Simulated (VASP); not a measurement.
# H3C2N in VASP: notebook

H3C2N is run at these levels: PBE+D3(BJ); tasks: single point.

All numbers are computed with VASP 6.6.1; they aren't measurements. Logs are shortened: lines on timing, memory, paths and dates and some standing lists are left out, and cuts for length are marked.

## (1) The cell of the first run

The cell holds a disordered packing, 36 atoms: a = 8.312 Å, b = 8.312 Å, c = 8.312 Å, α = 90.00°, β = 90.00°, γ = 90.00°.

## (2) Single point, PBE+D3(BJ)

INCAR

```
SYSTEM = H3C2N
ALGO     = Normal         ! electronic algorithm
EDIFF    = 1E-7           ! SCF threshold, eV
ENCUT    = 520            ! plane-wave cutoff, eV
GGA      = PE             ! functional
ISIF     = 2              ! what is computed and relaxed
ISMEAR   = -1             ! smearing method
IVDW     = 12             ! dispersion correction
LASPH    = .True.         ! aspherical terms in the spheres
LCHARG   = .False.        ! write CHGCAR
LREAL    = Auto         
LWAVE    = .False.        ! write WAVECAR
NBANDS   = 72             ! bands
NELM     = 100            ! most SCF steps
PREC     = Accurate       ! precision mode
SIGMA    = 0.05           ! smearing width, eV
```

KPOINTS

```
k-points
0
Gamma
  1 1 1
  0 0 0
```

POSCAR

```
H3C2N
1.0
    8.3116590000      0.0000000000      0.0000000000
    0.0000000000      8.3116590000      0.0000000000
    0.0000000000      0.0000000000      8.3116590000
C N H
12 6 18
Direct
    1.0167335656      0.1370374623      0.4183577082
    0.9677397670      0.1894878392      0.5775282098
    0.4601996757      0.7923788818      0.2961923049
    0.4265573720      0.6397766206      0.3744775907
    0.1397542604      0.7812724171      0.6715645938
    0.2064836616      0.7313848129      0.8247742260
    0.4255237966      0.3305327594      0.7814253999
    0.4096127556      0.1996841055      0.6667754725
    0.7669280179      0.4675496569      0.1145026081
    0.8466578798      0.5985058650      0.1987112570
    0.7826969297      0.9872287073      0.9860844378
    0.7323823235      0.8511836676      0.8889410396
    0.9313553673      0.2300897103      0.7062594837
    0.3971809959      0.5172399584      0.4359436674
    0.2603194534      0.6928041859      0.9480112182
    0.3947939339      0.0947299982      0.5752281176
    0.9072464077      0.7057790508      0.2652045641
    0.6949335980      0.7406628850      0.8118440728
    0.9675313889      0.2184373300      0.3267285661
    1.1487804188      0.1390068756      0.4111438073
    0.9738981381      0.0140695009      0.3950779679
    0.4306845937      0.8926292887      0.3781820175
    0.5897073422      0.7993396975      0.2660617330
    0.3890488548      0.7988961499      0.1838555006
    0.2143735650      0.8796236588      0.6222789348
    0.1386235265      0.6794433504      0.5857882908
    0.0147124139      0.8240106252      0.6884398253
    0.4705760268      0.2846129298      0.8969893407
    0.5079285997      0.4226230264      0.7343930828
    0.3079455048      0.3871621342      0.8018046262
    0.6925510351      0.5179188160      0.0174925553
    0.8561602070      0.3868931994      0.0593411507
    0.6899072481      0.4003994009      0.1985181103
    0.8225452950      1.0862640741      0.9075768947
    0.6824162155      1.0281839587      1.0620370031
    0.8819545644      0.9493603993      1.0647703209
```

Potentials or basis: VASP PAW PBE potentials, release 64 (C, N, H).

The run is started by

```console
$ cat potpaw_PBE.64/C/POTCAR potpaw_PBE.64/N/POTCAR potpaw_PBE.64/H/POTCAR > POTCAR
$ mpirun -np 1 vasp_gam > vasp.out
```

OUTCAR:

```text
SYSTEM = H3C2N
   EDIFF = 1E-7
   ENCUT = 520
   GGA = PE
   ISIF = 2
   ISMEAR = -1
   IVDW = 12
   LASPH = .True.
   LREAL = Auto
   NELM = 100
   PREC = Accurate
 IVDW          = 12

 ion  position               nearest neighbor table
   1  0.017  0.137  0.418-  19 1.10  20 1.10  21 1.10   2 1.45
   2  0.968  0.189  0.578-  13 1.16   1 1.45
   3  0.460  0.792  0.296-  22 1.10  24 1.11  23 1.11   4 1.45
   4  0.427  0.640  0.374-  14 1.17   3 1.45
   5  0.140  0.781  0.672-  25 1.10  26 1.11  27 1.11   6 1.45
   6  0.206  0.731  0.825-  15 1.16   5 1.45
   7  0.426  0.331  0.781-  30 1.10  29 1.10  28 1.10   8 1.45
   8  0.410  0.200  0.667-  16 1.16   7 1.45
   9  0.767  0.468  0.115-  31 1.10  33 1.10  32 1.10  10 1.45
  10  0.847  0.599  0.199-  17 1.16   9 1.45
  11  0.783  0.987  0.986-  36 1.10  35 1.10  34 1.10  12 1.45
  12  0.732  0.851  0.889-  18 1.16  11 1.45
  13  0.931  0.230  0.706-   2 1.16
  14  0.397  0.517  0.436-   4 1.17
  15  0.260  0.693  0.948-   6 1.16
  16  0.395  0.095  0.575-   8 1.16
  17  0.907  0.706  0.265-  10 1.16
  18  0.695  0.741  0.812-  12 1.16
[... 16 lines left out ...]
  35  0.682  0.028  0.062-  11 1.10
  36  0.882  0.949  0.065-  11 1.10

  LATTYP: Found a simple cubic cell.
 ALAT       =     8.3116590000

  Lattice vectors:

 A1 = (   8.3116590000,   0.0000000000,   0.0000000000)
 A2 = (   0.0000000000,   8.3116590000,   0.0000000000)
 A3 = (   0.0000000000,   0.0000000000,   8.3116590000)

Analysis of symmetry for initial positions (statically):
=====================================================================
 Subroutine PRICEL returns:
 Original cell was already a primitive cell.

 Routine SETGRP: Setting up the symmetry group for a
 simple cubic supercell.

 Subroutine GETGRP returns: Found  1 space group operations
 (whereof  1 operations were pure point group operations)
 out of a pool of 48 trial point group operations.

The static configuration has the point symmetry C_1 .

Analysis of symmetry for dynamics (positions and initial velocities):
=====================================================================
 Subroutine PRICEL returns:
 Original cell was already a primitive cell.

 Routine SETGRP: Setting up the symmetry group for a
 simple cubic supercell.

 Subroutine GETGRP returns: Found  1 space group operations
 (whereof  1 operations were pure point group operations)
 out of a pool of 48 trial point group operations.

The dynamic configuration has the point symmetry C_1 .

 Subroutine INISYM returns: Found  1 space group operations
 (whereof  1 operations are pure point group operations),
 and found     1 'primitive' translations

----------------------------------------------------------------------------------------

                                     Primitive cell

  volume of cell :     574.2000

  direct lattice vectors                    reciprocal lattice vectors
     8.311659000  0.000000000  0.000000000     0.120312924  0.000000000  0.000000000
     0.000000000  8.311659000  0.000000000     0.000000000  0.120312924  0.000000000
     0.000000000  0.000000000  8.311659000     0.000000000  0.000000000  0.120312924

  length of vectors
     8.311659000  8.311659000  8.311659000     0.120312924  0.120312924  0.120312924

  position of ions in fractional coordinates (direct lattice)
     0.016733566  0.137037462  0.418357708
     0.967739767  0.189487839  0.577528210
     0.460199676  0.792378882  0.296192305
     0.426557372  0.639776621  0.374477591
     0.139754260  0.781272417  0.671564594
     0.206483662  0.731384813  0.824774226
[... 28 lines left out ...]
     0.682416215  0.028183959  0.062037003
     0.881954564  0.949360399  0.064770321

  ion indices of the primitive-cell ions
   primitive index   ion index
                 1           1
                 2           2
                 3           3
                 4           4
                 5           5
                 6           6
[... 28 lines left out ...]
                35          35
                36          36

[... 47 lines left out ...]
   TEBEG  =    0.0;   TEEND  =   0.0 temperature during run
   PSTRESS=    0.0 pullay stress
   NELECT =      96.0000    total number of electrons
   NUPDOWN=      -1.0000    fix difference up-down
   EMIN   =  10.00;   EMAX   =-10.00  energy-range for DOS
   EFERMI =   0.00;   METHOD = LEGACY
   ISMEAR =    -1;   SIGMA  =   0.05  broadening in eV -4-tet -1-fermi 0-gaus
   EFERMI_NEDOS =   21; number of points for ismear=-14 and -15
   IALGO  =     38    algorithm
   IMIX   =      4    mixing-type and parameters
     AMIX     =   0.40;   BMIX     =  1.00
     AMIX_MAG =   1.60;   BMIX_MAG =  1.00
  volume/ion in A,a.u.               =      15.95       107.64
  Fermi-wavevector in a.u.,A,eV,Ry     =   0.901871  1.704288 11.066577  0.813370
  Thomas-Fermi vector in A             =   2.025004
   LORBIT       =      0    0 simple, 1 ext, 2 COOP (PROOUT), +10 PAW based schemes
   GGA     = PE    functional components
   LHFCALC =     F    Hartree Fock is set to
   AEXX    =    0.0000 exact exchange contribution
   IVDW    =    12    specifies the selected vdW correction
   LEPSILON=     F    determine dielectric tensor
   LRPA    =     F    only Hartree local field effects (RPA)
 non-spin polarized calculation
  energy-cutoff  :      520.00
  volume of cell :      574.20
 maximum number of plane-waves:      7758
 NGX is ok and might be reduce to    64
   NGX = 31   NGY = 31   NGZ = 31

 number of electron      96.0000002 magnetization

 Free energy of the ion-electron system (eV)
  ---------------------------------------------------
  ext. energy  EPLUGINS =         0.00000000
  ---------------------------------------------------
  free energy    TOTEN  =      -221.40132931 eV

  energy without entropy =     -221.40132931  energy(sigma->0) =     -221.40132931

 E-fermi :  -3.6856     XC(G=0):  -5.8664

 val. band max:       -4.8995124528   @ k =   0.0000   0.0000   0.0000
 cond. band min:       1.3078533393   @ k =   0.0000   0.0000   0.0000
 fundamental gap:      6.2073657921
 Fermi energy:        -3.6856193377

 k-point     1 :       0.0000    0.0000    0.0000
  band No.  band energies     occupation
      1     -20.0509      2.00000
      2     -20.0294      2.00000
      3     -19.8833      2.00000
      4     -19.8669      2.00000
      5     -19.6839      2.00000
      6     -19.5761      2.00000
[... 52 lines left out ...]
     59       2.6767      0.00000
     60       2.7323      0.00000
 [bands above 60 left out]

------------------------ aborting loop because EDIFF is reached ----------------------------------------

 Edisp (eV)   -1.44096

 E8    (eV) :    -0.3406

  FORCE on cell =-STRESS in cart. coord.  units (eV):
  Direction    XX          YY          ZZ          XY          YZ          ZX
  --------------------------------------------------------------------------------------
  -------------------------------------------------------------------------------------
  Total      -2.09014    -1.38136    -1.18335    -0.31754    -0.46689     0.11061
  in kB      -5.83208    -3.85437    -3.30187    -0.88603    -1.30276     0.30862
  external pressure =       -4.33 kB  Pullay stress =        0.00 kB

 VOLUME and BASIS-vectors are now :
 -----------------------------------------------------------------------------
  energy-cutoff  :      520.00
  volume of cell :      574.20
      direct lattice vectors                 reciprocal lattice vectors
     8.311659000  0.000000000  0.000000000     0.120312924  0.000000000  0.000000000
     0.000000000  8.311659000  0.000000000     0.000000000  0.120312924  0.000000000
     0.000000000  0.000000000  8.311659000     0.000000000  0.000000000  0.120312924

 POSITION                                       TOTAL-FORCE (eV/Angst)
 -----------------------------------------------------------------------------------
      0.13908      1.13901      3.47725        -0.004140      0.027383      0.024122
      8.04352      1.57496      4.80022         0.123024     -0.122711     -0.349815
      3.82502      6.58598      2.46185         0.094977     -0.025391     -0.084040
      3.54540      5.31761      3.11253         0.036322      0.168667     -0.118164
      1.16159      6.49367      5.58182        -0.181284     -0.009436     -0.132554
      1.71622      6.07902      6.85524        -0.160940      0.094084     -0.335198
[... 28 lines left out ...]
      5.67201      0.23426      0.51563         0.012177     -0.003872     -0.021499
      7.33051      7.89076      0.53835        -0.005463      0.017057     -0.002920
 -----------------------------------------------------------------------------------
    total drift:                               -0.014712      0.005877     -0.008015

  FREE ENERGIE OF THE ION-ELECTRON SYSTEM (eV)
  ---------------------------------------------------
  free  energy   TOTEN  =      -222.8422890232 eV

  energy  without entropy=     -222.8422890231  energy(sigma->0) =     -222.84228902
```

It took 94 s on 1 thread of Intel Xeon Platinum 8259CL at 2.50GHz (Skylake/Cascade Lake), shared host; peak memory 0.59 GiB.

Results:

| Property | Result |
| --- | --- |
| Free energy | -222.8423 eV |
| Pressure | -0.4 GPa |
| Largest force | 0.391 eV/Å |
| Band gap on the k mesh | 6.21 eV |
| Dispersion energy per atom | -0.040 eV |

Forces in eV/Å, atoms in the order of the input:
```
C   -0.004  0.027  0.024
C    0.123 -0.123 -0.350
C    0.095 -0.025 -0.084
C    0.036  0.169 -0.118
C   -0.181 -0.009 -0.133
C   -0.161  0.094 -0.335
C    0.020 -0.061 -0.050
C    0.020  0.184  0.125
C    0.060  0.029  0.025
C   -0.103 -0.211 -0.125
C   -0.036  0.004  0.004
C    0.108  0.306  0.215
N   -0.105  0.126  0.338
N   -0.010 -0.073  0.025
N    0.135 -0.101  0.310
N   -0.007 -0.085 -0.042
N    0.080  0.183  0.108
N   -0.109 -0.311 -0.203
H   -0.003  0.009 -0.006
H    0.001 -0.002  0.000
H   -0.001 -0.015 -0.004
H    0.021 -0.088 -0.110
H   -0.236 -0.020  0.093
H    0.087  0.006  0.170
H   -0.107 -0.131  0.030
H    0.024  0.218  0.173
H    0.244 -0.113 -0.051
H    0.005  0.010 -0.039
H   -0.016 -0.028  0.016
H    0.012  0.002 -0.003
H   -0.003 -0.001 -0.008
H   -0.015  0.024  0.015
H    0.016  0.006 -0.007
H    0.002 -0.014  0.022
H    0.012 -0.004 -0.021
H   -0.005  0.017 -0.003
```

Caveat: the k points lie up to 0.76 Å⁻¹ apart.

(Continued in part 2 of 2.)
